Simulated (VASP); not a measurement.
# CaH (P6_3/mmc) in VASP: notebook

The runs below take CaH through single point, with PBE.

Everything below comes from runs of VASP 6.6.1. Logs are shortened: lines on timing, memory, paths and dates and some standing lists are left out, and cuts for length are marked.

## Step 1: The cell of the first run

Symmetry: P6_3/mmc, No. 194, hexagonal system. The conventional cell has a = 3.716 Å, b = 3.716 Å, c = 5.798 Å, α = 90.00°, β = 90.00°, γ = 120.00°. Within 3.4 Å of Ca (site symmetry -6m2) lie 6 H at 2.59 Å. H (site symmetry -3m) has 6 Ca at 2.59 Å and 2 H at 2.90 Å within 3.4 Å.

## Step 2: Single point, PBE

File INCAR:

```
PREC = Accurate ; ENCUT = 520
EDIFF = 1E-6 ; ISMEAR = 0
SIGMA = 0.1 ; LREAL = False
LASPH = True ; NELM = 100
ALGO = Normal ; ISIF = 2
LWAVE = False ; LCHARG = True
GGA = PE ; LELF = True
LVHAR = True ; NBANDS = 19
```

File KPOINTS:

```
Automatic mesh
0
Gamma
  15 15 8
```

File POSCAR:

```
CaH
1.0
    3.7157498310      0.0000000000      0.0000000000
   -1.8578749155      3.2179337477      0.0000000000
    0.0000000000      0.0000000000      5.7979428563
Ca H
2 2
Direct
    0.3333333333      0.6666666667      0.7500000000
    0.6666666667      0.3333333333      0.2500000000
    0.0000000000      0.0000000000      0.0000000000
    0.0000000000      0.0000000000      0.5000000000
```

Potentials or basis: VASP PAW PBE potentials, release 64 (Ca_sv, H).

Run with:

```sh
$ cat potpaw_PBE.64/Ca_sv/POTCAR potpaw_PBE.64/H/POTCAR > POTCAR
$ mpirun -np 1 vasp_std > vasp.out
```

OUTCAR:

```text
PREC = Accurate
   ENCUT = 520
   EDIFF = 1E-6
   ISMEAR = 0
   LREAL = False
   LASPH = True
   NELM = 100
   ISIF = 2
   GGA = PE

 ion  position               nearest neighbor table
   1  0.333  0.667  0.750-
   2  0.667  0.333  0.250-
   3  0.000  0.000  0.000-
   4  0.000  0.000  0.500-

  LATTYP: Found a hexagonal cell.
 ALAT       =     3.7157498310
 C/A-ratio  =     1.5603695405

  Lattice vectors:

 A1 = (   3.7157498310,   0.0000000000,   0.0000000000)
 A2 = (  -1.8578749155,   3.2179337477,   0.0000000000)
 A3 = (   0.0000000000,   0.0000000000,   5.7979428563)

Analysis of symmetry for initial positions (statically):
=====================================================================
 Subroutine PRICEL returns:
 Original cell was already a primitive cell.

 Routine SETGRP: Setting up the symmetry group for a
 hexagonal supercell.

 Subroutine GETGRP returns: Found 24 space group operations
 (whereof 12 operations were pure point group operations)
 out of a pool of 24 trial point group operations.

The static configuration has the point symmetry D_3d.
 The point group associated with its full space group is D_6h.

Analysis of symmetry for dynamics (positions and initial velocities):
=====================================================================
 Subroutine PRICEL returns:
 Original cell was already a primitive cell.

 Routine SETGRP: Setting up the symmetry group for a
 hexagonal supercell.

 Subroutine GETGRP returns: Found 24 space group operations
 (whereof 12 operations were pure point group operations)
 out of a pool of 24 trial point group operations.

The dynamic configuration has the point symmetry D_3d.
 The point group associated with its full space group is D_6h.

 Subroutine INISYM returns: Found 24 space group operations
 (whereof 12 operations are pure point group operations),
 and found     1 'primitive' translations

----------------------------------------------------------------------------------------

                                     Primitive cell

  volume of cell :      69.3262

  direct lattice vectors                    reciprocal lattice vectors
     3.715749831  0.000000000  0.000000000     0.269124684  0.155379209  0.000000000
    -1.857874916  3.217933748  0.000000000     0.000000000  0.310758418  0.000000000
     0.000000000  0.000000000  5.797942856     0.000000000  0.000000000  0.172474967

  length of vectors
     3.715749831  3.715749831  5.797942856     0.310758418  0.310758418  0.172474967

  position of ions in fractional coordinates (direct lattice)
     0.333333333  0.666666667  0.750000000
     0.666666667  0.333333333  0.250000000
     0.000000000  0.000000000  0.000000000
     0.000000000  0.000000000  0.500000000

  ion indices of the primitive-cell ions
   primitive index   ion index
                 1           1
                 2           2
                 3           3
                 4           4

----------------------------------------------------------------------------------------

 KPOINTS: Automatic mesh

Automatic generation of k-mesh.
 Grid dimensions read from file:
 generate k-points for:   15   15    8

 Generating k-lattice:

  Cartesian coordinates                     Fractional coordinates (reciprocal lattice)
     0.017941646  0.010358614  0.000000000     0.066666667 -0.000000000  0.000000000
     0.000000000  0.020717228  0.000000000     0.000000000  0.066666667  0.000000000
     0.000000000  0.000000000  0.021559371     0.000000000  0.000000000  0.125000000

  Length of vectors
     0.020717228  0.020717228  0.021559371

  Shift w.r.t. Gamma in fractional coordinates (k-lattice)
     0.000000000  0.000000000  0.000000000

 Subroutine IBZKPT returns following result:
 ===========================================

 Found    135 irreducible k-points:

 Following reciprocal coordinates:
            Coordinates               Weight
  0.000000  0.000000  0.000000      1.000000
  0.066667  0.000000  0.000000      6.000000
  0.133333  0.000000  0.000000      6.000000
  0.200000  0.000000  0.000000      6.000000
  0.266667  0.000000  0.000000      6.000000
  0.333333  0.000000  0.000000      6.000000
[... 16 lines left out ...]
  0.333333  0.200000  0.000000     12.000000
  0.400000  0.200000  0.000000      6.000000
 [... further k-points ...]
   k-points           NKPTS =    135   k-points in BZ     NKDIM =    135   number of bands    NBANDS=     19
   number of dos      NEDOS =    301   number of ions     NIONS =      4
   total plane-waves  NPLWV =  37632
   dimension x,y,z NGX =    28 NGY =   28 NGZ =   48
   dimension x,y,z NGXF=    56 NGYF=   56 NGZF=   96
   ions per type =               2   2
   NGX,Y,Z   is equivalent  to a cutoff of  12.53, 12.53, 13.76 a.u.
   NGXF,Y,Z  is equivalent  to a cutoff of  25.05, 25.05, 27.53 a.u.
 SYSTEM =  unknown system
   PREC   = accura    normal or accurate (medium, high low for compatibility)
   ISTART =      0    job   : 0-new  1-cont  2-samecut
   ICHARG =      2    charge: 1-file 2-atom 10-const
   ISPIN  =      1    spin polarized calculation?
   LNONCOLLINEAR =      F non collinear calculations
   LSORBIT =      F    spin-orbit coupling
   LASPH  =      T    aspherical Exc in radial PAW
   ENCUT  =  520.0 eV  38.22 Ry    6.18 a.u.   6.91  6.91 10.78*2*pi/ulx,y,z
   NELM   =    100;   NELMIN=  2; NELMDL= -5     # of ELM steps
   EDIFF  = 0.1E-05   stopping-criterion for ELM
   LREAL  =      F    real-space projection
   EDIFFG = 0.1E-04   stopping-criterion for IOM
   NSW    =      0    number of steps for IOM
   IBRION =     -1    ionic relax: 0-MD 1-quasi-New 2-CG
   NFREE  =      0    steps in history (QN), initial steepest desc. (CG)
   ISIF   =      2    stress and relaxation
   ISYM   =      2    0-nonsym 1-usesym 2-fastsym
   POTIM  = 0.5000    time-step for ionic-motion
   TEBEG  =    0.0;   TEEND  =   0.0 temperature during run
   PSTRESS=    0.0 pullay stress
   NELECT =      22.0000    total number of electrons
   NUPDOWN=      -1.0000    fix difference up-down
   EMIN   =  10.00;   EMAX   =-10.00  energy-range for DOS
   EFERMI =   0.00;   METHOD = LEGACY
   ISMEAR =     0;   SIGMA  =   0.10  broadening in eV -4-tet -1-fermi 0-gaus
   EFERMI_NEDOS =   21; number of points for ismear=-14 and -15
   IALGO  =     38    algorithm
   IMIX   =      4    mixing-type and parameters
     AMIX     =   0.40;   BMIX     =  1.00
     AMIX_MAG =   1.60;   BMIX_MAG =  1.00
  volume/ion in A,a.u.               =      17.33       116.96
  Fermi-wavevector in a.u.,A,eV,Ry     =   1.116649  2.110160 16.965163  1.246904
  Thomas-Fermi vector in A             =   2.253265
   LORBIT       =      0    0 simple, 1 ext, 2 COOP (PROOUT), +10 PAW based schemes
   GGA     = PE    functional components
   LHFCALC =     F    Hartree Fock is set to
   AEXX    =    0.0000 exact exchange contribution
   IVDW    =     0    specifies the selected vdW correction
   LEPSILON=     F    determine dielectric tensor
   LRPA    =     F    only Hartree local field effects (RPA)
 non-spin polarized calculation
 Gauss-broadening in eV      SIGMA  =   0.10
  energy-cutoff  :      520.00
  volume of cell :       69.33
 maximum number of plane-waves:      1886
 NGX is ok and might be reduce to    28
   NGX = 13   NGY = 13   NGZ = 21

 number of electron      22.0000001 magnetization

 Free energy of the ion-electron system (eV)
  ---------------------------------------------------
  ext. energy  EPLUGINS =         0.00000000
  ---------------------------------------------------
  free energy    TOTEN  =       -11.56686407 eV

  energy without entropy =      -11.55196571  energy(sigma->0) =      -11.55941489

 E-fermi :   3.3160     XC(G=0):  -8.8367

 val. band max:        3.3099919774   @ k =   0.3333   0.0000   0.0000
 cond. band min:       3.3193239287   @ k =   0.2667   0.2667   0.5000
 fundamental gap:      0.0093319512
 Fermi energy:         3.3160345063

 k-point     1 :       0.0000    0.0000    0.0000
  band No.  band energies     occupation
      1     -38.2603      2.00000
      2     -38.2184      2.00000
      3     -19.4843      2.00000
      4     -19.1828      2.00000
      5     -19.1828      2.00000
      6     -19.1572      2.00000
[... 11 lines left out ...]
     18       6.4836      0.00000
     19       7.2965      0.00000

 k-point     2 :       0.0667    0.0000    0.0000
  band No.  band energies     occupation
      1     -38.2591      2.00000
      2     -38.2180      2.00000
      3     -19.4797      2.00000
      4     -19.1911      2.00000
      5     -19.1858      2.00000
      6     -19.1591      2.00000
[... 11 lines left out ...]
     18       6.3947      0.00000
     19       7.6140      0.00000

 k-point     3 :       0.1333    0.0000    0.0000
  band No.  band energies     occupation
      1     -38.2555      2.00000
      2     -38.2169      2.00000
      3     -19.4662      2.00000
      4     -19.2149      2.00000
      5     -19.1939      2.00000
      6     -19.1698      2.00000
[... 11 lines left out ...]
     18       6.4276      0.00000
     19       7.8168      0.00000

 k-point     4 :       0.2000    0.0000    0.0000
  band No.  band energies     occupation
      1     -38.2501      2.00000
      2     -38.2154      2.00000
      3     -19.4451      2.00000
      4     -19.2509      2.00000
      5     -19.2054      2.00000
      6     -19.2051      2.00000
[... 11 lines left out ...]
     18       6.7006      0.00000
     19       7.9541      0.00000

 k-point     5 :       0.2667    0.0000    0.0000
  band No.  band energies     occupation
      1     -38.2437      2.00000
      2     -38.2139      2.00000
      3     -19.4186      2.00000
      4     -19.2934      2.00000
      5     -19.2436      2.00000
      6     -19.2182      2.00000
[... 11 lines left out ...]
     18       7.0481      0.00000
     19       8.0675      0.00000

 k-point     6 :       0.3333    0.0000    0.0000
  band No.  band energies     occupation
      1     -38.2370      2.00000
      2     -38.2131      2.00000
      3     -19.3895      2.00000
      4     -19.3349      2.00000
      5     -19.2788      2.00000
      6     -19.2300      2.00000
[... 11 lines left out ...]
     18       7.4273      0.00000
     19       8.1053      0.00000

 k-point     7 :       0.4000    0.0000    0.0000
  band No.  band energies     occupation
      1     -38.2312      2.00000
      2     -38.2130      2.00000
      3     -19.3675      2.00000
      4     -19.3619      2.00000
      5     -19.3055      2.00000
      6     -19.2391      2.00000
[... 11 lines left out ...]
     18       7.7781      0.00000
     19       7.8934      0.00000

 k-point     8 :       0.4667    0.0000    0.0000
  band No.  band energies     occupation
      1     -38.2275      2.00000
      2     -38.2134      2.00000
      3     -19.3855      2.00000
      4     -19.3430      2.00000
      5     -19.3199      2.00000
      6     -19.2440      2.00000
[... 256 lines left out ...]
 k-point    20 :       0.4000    0.1333    0.0000
  band No.  band energies     occupation
      1     -38.2256      2.00000
      2     -38.2137      2.00000
      3     -19.3763      2.00000
      4     -19.3332      2.00000
      5     -19.3121      2.00000
      6     -19.2599      2.00000
[... 11 lines left out ...]
     18       7.9810      0.00000
     19       8.0707      0.00000

 k-point    21 :       0.2000    0.2000    0.0000
  band No.  band energies     occupation
      1     -38.2353      2.00000
      2     -38.2129      2.00000
      3     -19.3821      2.00000
      4     -19.3153      2.00000
      5     -19.3000      2.00000
      6     -19.2262      2.00000
[... 11 lines left out ...]
     18       7.6577      0.00000
     19       8.0097      0.00000

 k-point    22 :       0.2667    0.2000    0.0000
  band No.  band energies     occupation
      1     -38.2297      2.00000
      2     -38.2130      2.00000
      3     -19.3549      2.00000
      4     -19.3429      2.00000
      5     -19.3083      2.00000
      6     -19.2460      2.00000
[... 11 lines left out ...]
     18       7.9480      0.00000
     19       7.9855      0.00000

 k-point    23 :       0.3333    0.2000    0.0000
  band No.  band energies     occupation
      1     -38.2250      2.00000
      2     -38.2139      2.00000
      3     -19.3619      2.00000
      4     -19.3304      2.00000
      5     -19.3071      2.00000
      6     -19.2665      2.00000
[... 11 lines left out ...]
     18       7.9814      0.00000
     19       8.1296      0.00000

 k-point    24 :       0.4000    0.2000    0.0000
  band No.  band energies     occupation
      1     -38.2230      2.00000
      2     -38.2146      2.00000
      3     -19.3685      2.00000
      4     -19.3185      2.00000
      5     -19.3032      2.00000
      6     -19.2773      2.00000
[... 11 lines left out ...]
     18       7.9840      0.00000
     19       8.1041      0.00000

 [... further k-points ...]
[... 5 lines left out ...]
  --------------------------------------------------------------------------------------
  -------------------------------------------------------------------------------------
  Total        0.0167589      0.0167589      0.0088144      0.0000000     -0.0000000      0.0000000
  in kB        0.3873093      0.3873093      0.2037070      0.0000000     -0.0000000      0.0000000
  external PRESSURE =       0.3261085 kB  Pullay stress =       0.0000000 kB

 VOLUME and BASIS-vectors are now :
 -----------------------------------------------------------------------------
  energy-cutoff  :      520.00
  volume of cell :       69.33
      direct lattice vectors                 reciprocal lattice vectors
     3.715749831  0.000000000  0.000000000     0.269124684  0.155379209  0.000000000
    -1.857874916  3.217933748  0.000000000     0.000000000  0.310758418  0.000000000
     0.000000000  0.000000000  5.797942856     0.000000000  0.000000000  0.172474967

 POSITION                                       TOTAL-FORCE (eV/Angst)
 -----------------------------------------------------------------------------------
     -0.00000      2.14529      4.34846         0.000000      0.000000      0.000000
      1.85787      1.07264      1.44949        -0.000000      0.000000      0.000000
      0.00000      0.00000      0.00000         0.000000     -0.000000      0.000000
      0.00000      0.00000      2.89897         0.000000     -0.000000      0.000000
 -----------------------------------------------------------------------------------
    total drift:                               -0.000000      0.000000     -0.000000

  FREE ENERGIE OF THE ION-ELECTRON SYSTEM (eV)
  ---------------------------------------------------
  free  energy   TOTEN  =       -11.5668640688 eV

  energy  without entropy=      -11.5519657097  energy(sigma->0) =      -11.55941489
```

Wall time 87 s (1 thread of Intel Xeon Platinum 8488C (Sapphire Rapids), shared host); peak memory 0.29 GiB.

What came out:

* Free energy: -11.5669 eV
* Pressure: 0.0 GPa
* Band gap on the k mesh: zero (band 11 reaches 4.37 eV, above the bottom of band 12 at 2.80 eV)

(Continued in part 2 of 2.)
